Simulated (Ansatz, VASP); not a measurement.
# CsI: VASP beside Ansatz

The input INCAR:

```
PREC = Accurate
ENCUT = 450
EDIFF = 1E-7
ISMEAR = -1
SIGMA = 0.03
LREAL = F
LASPH = T
NELM = 120
ALGO = Normal
ISIF = 2
LWAVE = F
LCHARG = F
GGA = PE
IBRION = 2
NSW = 50
EDIFFG = -0.01
GGA_COMPAT = F
NELMIN = 4
```

KPOINTS

```
regular mesh
0
Gamma
  6 6 6
```

File POSCAR:

```
CsI
1.0
    4.4192071473      0.0000000000      0.0000000000
    0.0000000000      4.4192071473      0.0000000000
    0.0000000000      0.0000000000      4.4192071473
Cs I
1 1
Direct
    0.0000000000      0.0000000000      0.0000000000
    0.5000000000      0.5000000000      0.5000000000
```

Input for Ansatz:

```yaml
crystal:
  lattice:
    - [4.4192071473, 0.0, 0.0]
    - [0.0, 4.4192071473, 0.0]
    - [0.0, 0.0, 4.4192071473]
  atoms:
    - { symbol: Cs, position: [0.0, 0.0, 0.0] }
    - { symbol: I, position: [0.5, 0.5, 0.5] }
kpoints:
  mp_grid: { grid: [6, 6, 6] }
scf:
  occupations: { method: fermi_dirac, width: 0.03 }
hamiltonian:
  xc: pbe
  pseudopotentials: { kind: paw }
output:
  forces: true
  stress: true
  write_density: true
  write_potential: true
  elf: true
  volumetric_format: npy
relax:
  f_tol: 0.01
  max_steps: 30
```

Alike in both runs: task relaxation of the atoms; functional PBE; k mesh 6 × 6 × 6; occupations fermi-dirac, width 0.03 eV; no spin polarisation.

|  | VASP | Ansatz |
| --- | --- | --- |
| version | VASP 6.6.1 | Ansatz 0.2.0 |
| potentials or method | VASP PAW PBE potentials, release 64 (Cs_sv, I) | PAW with Ansatz's default frozen-core files, scalar-relativistic |
| plane-wave cutoff (eV) | 450 | 420 |
| valence electrons in the cell | 16 | 26 |

```csv
,VASP,Ansatz,Ansatz less VASP
"gap on the k mesh at the Fermi level, each at its own relaxed structure (eV)",4.01,4.03,+0.021
```

VASP's potentials hold 16 valence electrons a cell and Ansatz's 26, so a difference there can come from the potentials and not from the codes. Ansatz's warnings: stress scf threshold loose.

Neither program's run includes spin-orbit coupling. Noted on VASP's run: the relaxation stopped at its first step, so nothing moved.
